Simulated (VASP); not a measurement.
# Ti (I4/mmm) in VASP: notebook

Ti is run at these levels: PBEsol; tasks: single point.

Everything below comes from runs of VASP 6.6.1. Logs are shortened: lines on timing, memory, paths and dates and some standing lists are left out, and cuts for length are marked.

## 1. The cell of the first run

The structure is tetragonal, space group I4/mmm (No. 139). Conventional cell: a = 3.684 Å, b = 3.684 Å, c = 2.605 Å, α = 90.00°, β = 90.00°, γ = 90.00°. Within 3.4 Å of Ti (site symmetry 4/mmm) lie 10 Ti at 2.60 to 2.91 Å.

## 2. Single point, PBEsol

Contents of INCAR:

```
PREC     = Accurate       # precision mode
ENCUT    = 520            # plane-wave cutoff, eV
EDIFF    = 1E-6           # SCF threshold, eV
ISMEAR   = 0              # smearing method
SIGMA    = 0.15           # smearing width, eV
LREAL    = F              # projectors in reciprocal space
LASPH    = T              # aspherical terms in the spheres
NELM     = 60             # most SCF steps
ALGO     = Fast           # electronic algorithm
ISIF     = 2              # what is computed and relaxed
LWAVE    = F              # write WAVECAR
LCHARG   = F              # write CHGCAR
GGA      = PS             # functional
NBANDS   = 12             # bands
```

Contents of KPOINTS:

```
regular mesh
0
Gamma
  22 22 22
```

Contents of POSCAR:

```
Ti
1.0
   -1.8420529496      1.8420529496      1.3023314354
    1.8420529496     -1.8420529496      1.3023314354
    1.8420529496      1.8420529496     -1.3023314354
Ti
1
Direct
    0.0000000000      0.0000000000      0.0000000000
```

Potentials or basis: VASP PAW PBE potentials, release 64 (Ti_sv).

Command:

```console
$ cat potpaw_PBE.64/Ti_sv/POTCAR > POTCAR
$ mpirun -np 1 vasp_std > vasp.out
```

OUTCAR:

```text
PREC = Accurate
   ENCUT = 520
   EDIFF = 1E-6
   ISMEAR = 0
   LREAL = F
   LASPH = T
   NELM = 60
   ISIF = 2
   GGA = PS

 ion  position               nearest neighbor table
   1  0.000  0.000  0.000-

  LATTYP: Found a body centered tetragonal cell.
 ALAT       =     3.6841058992
 C/A-ratio  =     0.7070000000

  Lattice vectors:

 A1 = (  -1.8420529496,   1.8420529496,   1.3023314354)
 A2 = (   1.8420529496,  -1.8420529496,   1.3023314354)
 A3 = (   1.8420529496,   1.8420529496,  -1.3023314354)

Analysis of symmetry for initial positions (statically):
=====================================================================
 Subroutine PRICEL returns:
 Original cell was already a primitive cell.

 Routine SETGRP: Setting up the symmetry group for a
 body centered tetragonal supercell.

 Subroutine GETGRP returns: Found 16 space group operations
 (whereof 16 operations were pure point group operations)
 out of a pool of 16 trial point group operations.

The static configuration has the point symmetry D_4h.

Analysis of symmetry for dynamics (positions and initial velocities):
=====================================================================
 Subroutine PRICEL returns:
 Original cell was already a primitive cell.

 Routine SETGRP: Setting up the symmetry group for a
 body centered tetragonal supercell.

 Subroutine GETGRP returns: Found 16 space group operations
 (whereof 16 operations were pure point group operations)
 out of a pool of 16 trial point group operations.

The dynamic configuration has the point symmetry D_4h.

 Subroutine INISYM returns: Found 16 space group operations
 (whereof 16 operations are pure point group operations),
 and found     1 'primitive' translations

----------------------------------------------------------------------------------------

                                     Primitive cell

  volume of cell :      17.6761

  direct lattice vectors                    reciprocal lattice vectors
    -1.842052950  1.842052950  1.302331435     0.000000000  0.271436280  0.383926846
     1.842052950 -1.842052950  1.302331435     0.271436280  0.000000000  0.383926846
     1.842052950  1.842052950 -1.302331435     0.271436280  0.271436280  0.000000000

  length of vectors
     2.912453486  2.912453486  2.912453486     0.470188767  0.470188767  0.383868868

  position of ions in fractional coordinates (direct lattice)
     0.000000000  0.000000000  0.000000000

  ion indices of the primitive-cell ions
   primitive index   ion index
                 1           1

----------------------------------------------------------------------------------------

 KPOINTS: regular mesh

Automatic generation of k-mesh.
 Grid dimensions read from file:
 generate k-points for:   22   22   22

 Generating k-lattice:

  Cartesian coordinates                     Fractional coordinates (reciprocal lattice)
     0.000000000  0.012338013  0.017451220     0.045454545 -0.000000000  0.000000000
     0.012338013  0.000000000  0.017451220    -0.000000000  0.045454545  0.000000000
     0.012338013  0.012338013  0.000000000     0.000000000  0.000000000  0.045454545

  Length of vectors
     0.021372217  0.021372217  0.017448585

  Shift w.r.t. Gamma in fractional coordinates (k-lattice)
     0.000000000  0.000000000  0.000000000

 Subroutine IBZKPT returns following result:
 ===========================================

 Found    834 irreducible k-points:

 Following reciprocal coordinates:
            Coordinates               Weight
  0.000000  0.000000  0.000000      1.000000
  0.045455 -0.000000  0.000000      8.000000
  0.090909 -0.000000  0.000000      8.000000
  0.136364 -0.000000  0.000000      8.000000
  0.181818 -0.000000  0.000000      8.000000
  0.227273  0.000000 -0.000000      8.000000
[... 16 lines left out ...]
  0.500000  0.045455  0.000000     16.000000
 -0.454545  0.045455  0.000000     16.000000
 [... further k-points ...]
   k-points           NKPTS =    834   k-points in BZ     NKDIM =    834   number of bands    NBANDS=     12
   number of dos      NEDOS =    301   number of ions     NIONS =      1
   total plane-waves  NPLWV =  13824
   dimension x,y,z NGX =    24 NGY =   24 NGZ =   24
   dimension x,y,z NGXF=    48 NGYF=   48 NGZF=   48
   ions per type =               1
   NGX,Y,Z   is equivalent  to a cutoff of  13.70, 13.70, 13.70 a.u.
   NGXF,Y,Z  is equivalent  to a cutoff of  27.40, 27.40, 27.40 a.u.
 SYSTEM =  unknown system
   PREC   = accura    normal or accurate (medium, high low for compatibility)
   ISTART =      0    job   : 0-new  1-cont  2-samecut
   ICHARG =      2    charge: 1-file 2-atom 10-const
   ISPIN  =      1    spin polarized calculation?
   LNONCOLLINEAR =      F non collinear calculations
   LSORBIT =      F    spin-orbit coupling
   LASPH  =      T    aspherical Exc in radial PAW
   ENCUT  =  520.0 eV  38.22 Ry    6.18 a.u.   5.42  5.42  5.42*2*pi/ulx,y,z
   NELM   =     60;   NELMIN=  2; NELMDL= -5     # of ELM steps
   EDIFF  = 0.1E-05   stopping-criterion for ELM
   LREAL  =      F    real-space projection
   EDIFFG = 0.1E-04   stopping-criterion for IOM
   NSW    =      0    number of steps for IOM
   IBRION =     -1    ionic relax: 0-MD 1-quasi-New 2-CG
   NFREE  =      0    steps in history (QN), initial steepest desc. (CG)
   ISIF   =      2    stress and relaxation
   ISYM   =      2    0-nonsym 1-usesym 2-fastsym
   POTIM  = 0.5000    time-step for ionic-motion
   TEBEG  =    0.0;   TEEND  =   0.0 temperature during run
   PSTRESS=    0.0 pullay stress
   NELECT =      12.0000    total number of electrons
   NUPDOWN=      -1.0000    fix difference up-down
   EMIN   =  10.00;   EMAX   =-10.00  energy-range for DOS
   EFERMI =   0.00;   METHOD = LEGACY
   ISMEAR =     0;   SIGMA  =   0.15  broadening in eV -4-tet -1-fermi 0-gaus
   EFERMI_NEDOS =   21; number of points for ismear=-14 and -15
   IALGO  =     68    algorithm
   IMIX   =      4    mixing-type and parameters
     AMIX     =   0.40;   BMIX     =  1.00
     AMIX_MAG =   1.60;   BMIX_MAG =  1.00
  volume/ion in A,a.u.               =      17.68       119.28
  Fermi-wavevector in a.u.,A,eV,Ry     =   1.438821  2.718977 28.166848  2.070205
  Thomas-Fermi vector in A             =   2.557745
   LORBIT       =      0    0 simple, 1 ext, 2 COOP (PROOUT), +10 PAW based schemes
   GGA     = PS    functional components
   LHFCALC =     F    Hartree Fock is set to
   AEXX    =    0.0000 exact exchange contribution
   IVDW    =     0    specifies the selected vdW correction
   LEPSILON=     F    determine dielectric tensor
   LRPA    =     F    only Hartree local field effects (RPA)
 non-spin polarized calculation
 RMM-DIIS sequential band-by-band and
 Gauss-broadening in eV      SIGMA  =   0.15
  energy-cutoff  :      520.00
  volume of cell :       17.68
 maximum number of plane-waves:       493
 NGX is ok and might be reduce to    24
   NGX = 11   NGY = 11   NGZ = 11

 number of electron      12.0000002 magnetization

 Free energy of the ion-electron system (eV)
  ---------------------------------------------------
  ext. energy  EPLUGINS =         0.00000000
  ---------------------------------------------------
  free energy    TOTEN  =        -8.13515456 eV

  energy without entropy =       -8.12610514  energy(sigma->0) =       -8.13062985

 E-fermi :   7.8204     XC(G=0): -11.5066

 val. band max:        7.8176700460   @ k =  -0.2273  -0.2727   0.2273
 cond. band min:       7.8208095847   @ k =  -0.2727  -0.2727   0.2727
 fundamental gap:      0.0031395387
 Fermi energy:         7.8203987756

 k-point     1 :       0.0000    0.0000    0.0000
  band No.  band energies     occupation
      1     -48.5234      2.00000
      2     -24.5277      2.00000
      3     -24.5277      2.00000
      4     -24.2554      2.00000
      5       1.9117      2.00000
      6       7.3778      1.99997
      7       8.2493      0.00005
      8      10.3189      0.00000
      9      10.3189      0.00000
     10      11.2417      0.00000
     11      22.8103      0.00000
     12      22.8103      0.00000

 k-point     2 :       0.0455   -0.0000    0.0000
  band No.  band energies     occupation
      1     -48.5190      2.00000
      2     -24.5311      2.00000
      3     -24.5302      2.00000
      4     -24.2767      2.00000
      5       1.9963      2.00000
      6       7.4090      1.99989
      7       8.3005      0.00001
      8      10.2579      0.00000
      9      10.2623      0.00000
     10      11.2125      0.00000
     11      22.8812      0.00000
     12      22.8943      0.00000

 k-point     3 :       0.0909   -0.0000    0.0000
  band No.  band energies     occupation
      1     -48.5060      2.00000
      2     -24.5424      2.00000
      3     -24.5375      2.00000
      4     -24.3373      2.00000
      5       2.2453      2.00000
      6       7.4937      1.99793
      7       8.4451      0.00000
      8      10.0911      0.00000
      9      10.1127      0.00000
     10      11.1341      0.00000
     11      23.0195      0.00000
     12      23.1226      0.00000
[... 286 lines left out ...]
 k-point    23 :       0.5000    0.0455    0.0000
  band No.  band energies     occupation
      1     -48.3027      2.00000
      2     -25.3142      2.00000
      3     -24.6526      2.00000
      4     -24.6086      2.00000
      5       5.5116      2.00000
      6       6.7409      2.00000
      7      10.0060      0.00000
      8      10.3166      0.00000
      9      11.6282      0.00000
     10      12.0512      0.00000
     11      17.9419      0.00000
     12      20.5187      0.00000

 k-point    24 :      -0.4545    0.0455    0.0000
  band No.  band energies     occupation
      1     -48.3145      2.00000
      2     -25.2596      2.00000
      3     -24.6515      2.00000
      4     -24.6037      2.00000
      5       5.4746      2.00000
      6       6.8346      2.00000
      7       9.6830      0.00000
      8      10.2950      0.00000
      9      11.4264      0.00000
     10      11.8032      0.00000
     11      18.5523      0.00000
     12      20.7184      0.00000

 [... further k-points ...]
[... 5 lines left out ...]
  --------------------------------------------------------------------------------------
  -------------------------------------------------------------------------------------
  Total       -1.2722847     -1.2722847      0.4607750      0.0000000     -0.0000000      0.0000000
  in kB     -115.3212043   -115.3212043     41.7651238      0.0000000     -0.0000000      0.0000000
  external PRESSURE =     -62.9590949 kB  Pullay stress =       0.0000000 kB

 VOLUME and BASIS-vectors are now :
 -----------------------------------------------------------------------------
  energy-cutoff  :      520.00
  volume of cell :       17.68
      direct lattice vectors                 reciprocal lattice vectors
    -1.842052950  1.842052950  1.302331435     0.000000000  0.271436280  0.383926846
     1.842052950 -1.842052950  1.302331435     0.271436280  0.000000000  0.383926846
     1.842052950  1.842052950 -1.302331435     0.271436280  0.271436280  0.000000000

 POSITION                                       TOTAL-FORCE (eV/Angst)
 -----------------------------------------------------------------------------------
      0.00000      0.00000      0.00000         0.000000      0.000000      0.000000
 -----------------------------------------------------------------------------------
    total drift:                                0.000000      0.000000      0.000000

  FREE ENERGIE OF THE ION-ELECTRON SYSTEM (eV)
  ---------------------------------------------------
  free  energy   TOTEN  =        -8.1351545645 eV

  energy  without entropy=       -8.1261051425  energy(sigma->0) =       -8.13062985
```

It took 3.4 min on 1 thread of Intel Xeon Platinum 8488C (Sapphire Rapids), shared host; peak memory 0.28 GiB.

Results:

- Free energy: -8.1352 eV
- Pressure: -6.3 GPa
- Band gap on the k mesh: zero (band 6 reaches 8.23 eV, above the bottom of band 7 at 7.62 eV)

Levels at points of the mesh, in eV from the Fermi level:
```csv
k point,band 2,band 3,band 4,band 5,band 6,band 7,band 8,band 9,band 10,band 11
"(0.00, 0.00, 0.00)",-32.35,-32.35,-32.08,-5.91,-0.44,0.43,2.50,2.50,3.42,14.99
"(0.50, 0.00, 0.00)",-33.15,-32.47,-32.43,-2.33,-1.11,2.43,2.47,3.70,4.29,10.00
"(0.50, 0.50, 0.00)",-32.93,-32.30,-32.15,-2.57,-0.25,0.49,2.07,2.22,4.15,7.08
"(0.50, 0.50, 0.50)",-32.82,-32.82,-32.24,-2.39,-1.87,3.97,3.97,4.15,5.23,5.23
```

Caveat: the PAW data sets were made with another functional, which shifts forces and pressure a little.

## 3. Single point, PBEsol

Contents of INCAR:

```
SYSTEM = Ti
  PREC = Accurate
  ENCUT = 520
  EDIFF = 1E-6
  ISMEAR = 0
  SIGMA = 0.15
  LREAL = .FALSE.
  LASPH = .TRUE.
  NELM = 80
  ALGO = Fast
  ISIF = 2
  LWAVE = .FALSE.
  LCHARG = .FALSE.
  GGA = PS
  NBANDS = 12
```

Contents of KPOINTS:

```
Automatic mesh
0
G
  22 22 22
  0 0 0
```

Contents of POSCAR:

```
Ti
1.0
   -1.7323498620      1.7323498620      1.4724973827
    1.7323498620     -1.7323498620      1.4724973827
    1.7323498620      1.7323498620     -1.4724973827
Ti
1
Direct
    0.0000000000      0.0000000000      0.0000000000
```

Potentials or basis: VASP PAW PBE potentials, release 64 (Ti_sv).

Command:

```console
$ cat potpaw_PBE.64/Ti_sv/POTCAR > POTCAR
$ mpirun -np 1 vasp_std > vasp.out
```

It took 2.9 min on 1 thread of Intel Xeon Platinum 8488C (Sapphire Rapids), shared host; peak memory 0.28 GiB.

Results (log left out):

```
Free energy            : -8.2355 eV
Pressure               : -6.8 GPa
Band gap on the k mesh : zero (band 6 reaches 8.64 eV, above the bottom of band 7 at 7.25 eV)
```

Stress tensor (GPa, compression positive):
```
-7.11  0.00  0.00
 0.00 -7.11  0.00
 0.00  0.00 -6.07
```

Levels at points of the mesh, in eV from the Fermi level:
```
           k point  band 2  band 3  band 4  band 5  band 6  band 7  band 8  band 9  band 10  band 11
(0.00, 0.00, 0.00)  -32.36  -32.36  -32.32   -5.95    0.21    1.47    1.47    1.76     3.18    16.29
(0.50, 0.00, 0.00)  -33.01  -32.56  -32.41   -2.43   -0.81    1.54    2.53    3.67     4.06     9.04
(0.50, 0.50, 0.00)  -33.00  -32.47  -32.32   -2.50    0.38    0.61    1.67    2.61     4.03     7.81
(0.50, 0.50, 0.50)  -32.84  -32.84  -32.63   -2.27   -1.91    3.75    3.75    4.00     6.71     6.71
```

Caveat: the PAW data sets were made with another functional, which shifts forces and pressure a little.

## 4. Single point, PBEsol

Contents of INCAR:

```
ALGO = Fast
EDIFF = 1E-7
ENCUT = 520
GGA = PS
ISIF = 2
ISMEAR = 0
LASPH = T
LCHARG = T
LELF = T
LREAL = F
LVHAR = T
LWAVE = F
NBANDS = 12
NELM = 60
PREC = Accurate
SIGMA = 0.15
```

Contents of KPOINTS:

```
k-points
0
Gamma
  22 22 22
```

Contents of POSCAR:

```
Ti
1.0
   -1.5442401234      1.5442401234      1.8530881481
    1.5442401234     -1.5442401234      1.8530881481
    1.5442401234      1.5442401234     -1.8530881481
Ti
1
Direct
    0.0000000000      0.0000000000      0.0000000000
```

Potentials or basis: VASP PAW PBE potentials, release 64 (Ti_sv).

Command:

```console
$ cat potpaw_PBE.64/Ti_sv/POTCAR > POTCAR
$ mpirun -np 1 vasp_std > vasp.out
```

OUTCAR:

```text
EDIFF = 1E-7
   ENCUT = 520
   GGA = PS
   ISIF = 2
   ISMEAR = 0
   LASPH = T
   LREAL = F
   NELM = 60
   PREC = Accurate

 ion  position               nearest neighbor table
   1  0.000  0.000  0.000-

  LATTYP: Found a body centered tetragonal cell.
 ALAT       =     3.0884802468
 C/A-ratio  =     1.2000000000

  Lattice vectors:

 A1 = (  -1.5442401234,   1.5442401234,   1.8530881481)
 A2 = (   1.5442401234,  -1.5442401234,   1.8530881481)
 A3 = (   1.5442401234,   1.5442401234,  -1.8530881481)

Analysis of symmetry for initial positions (statically):
[... 533 lines left out ...]
      7       8.3126      0.00001
      8       9.5210      0.00000
      9      11.0689      0.00000
     10      11.6300      0.00000
     11      16.4628      0.00000
     12      21.9894      0.00000

 [... further k-points ...]
[... 5 lines left out ...]
  --------------------------------------------------------------------------------------
  -------------------------------------------------------------------------------------
  Total       -0.8147249     -0.8147249     -0.4590757      0.0000000     -0.0000000      0.0000000
  in kB      -73.8475104    -73.8475104    -41.6110933      0.0000000     -0.0000000      0.0000000
  external PRESSURE =     -63.1020380 kB  Pullay stress =       0.0000000 kB

 VOLUME and BASIS-vectors are now :
 -----------------------------------------------------------------------------
  energy-cutoff  :      520.00
  volume of cell :       17.68
      direct lattice vectors                 reciprocal lattice vectors
    -1.544240123  1.544240123  1.853088148     0.000000000  0.323783842  0.269819868
     1.544240123 -1.544240123  1.853088148     0.323783842  0.000000000  0.269819868
     1.544240123  1.544240123 -1.853088148     0.323783842  0.323783842  0.000000000

 POSITION                                       TOTAL-FORCE (eV/Angst)
 -----------------------------------------------------------------------------------
      0.00000      0.00000      0.00000         0.000000     -0.000000      0.000000
 -----------------------------------------------------------------------------------
    total drift:                                0.000000      0.000000      0.000000

  FREE ENERGIE OF THE ION-ELECTRON SYSTEM (eV)
  ---------------------------------------------------
  free  energy   TOTEN  =        -8.2463679036 eV

  energy  without entropy=       -8.2205727807  energy(sigma->0) =       -8.23347034
```

OSZICAR:

```text
N       E                     dE             d eps       ncg     rms          rms(c)
DAV:   1     0.860520819680E+02    0.86052E+02   -0.65628E+03 20056   0.120E+03
DAV:   2    -0.508589762916E+01   -0.91138E+02   -0.88738E+02 20416   0.295E+02
DAV:   3    -0.936000692287E+01   -0.42741E+01   -0.42285E+01 27976   0.651E+01
[... 18 lines left out ...]
RMM:  22    -0.824636734282E+01   -0.41886E-06   -0.32747E-06 20757   0.726E-03    0.245E-03
RMM:  23    -0.824636753311E+01   -0.19030E-06   -0.28279E-06 20922   0.617E-03    0.349E-04
RMM:  24    -0.824636770325E+01   -0.17013E-06   -0.13973E-06 16197   0.410E-03    0.533E-04
RMM:  25    -0.824636781845E+01   -0.11521E-06   -0.12620E-06 15522   0.343E-03    0.167E-05
RMM:  26    -0.824636790357E+01   -0.85117E-07   -0.76721E-07 13676   0.273E-03
   1 F= -.82463679E+01 E0= -.82334703E+01  d E =-.257951E-01
```

It took 4.2 min on 1 thread of Intel Xeon Platinum 8488C (Sapphire Rapids), shared host; peak memory 0.29 GiB.

Results:

```
Free energy            : -8.2464 eV
Pressure               : -6.3 GPa
Band gap on the k mesh : zero (band 6 reaches 8.80 eV, above the bottom of band 7 at 7.25 eV)
```

Stress tensor (GPa, compression positive):
```
-7.38  0.00  0.00
 0.00 -7.38  0.00
 0.00  0.00 -4.16
```

Caveat: the PAW data sets were made with another functional, which shifts forces and pressure a little.

(Part 1 of 2 ends here.)
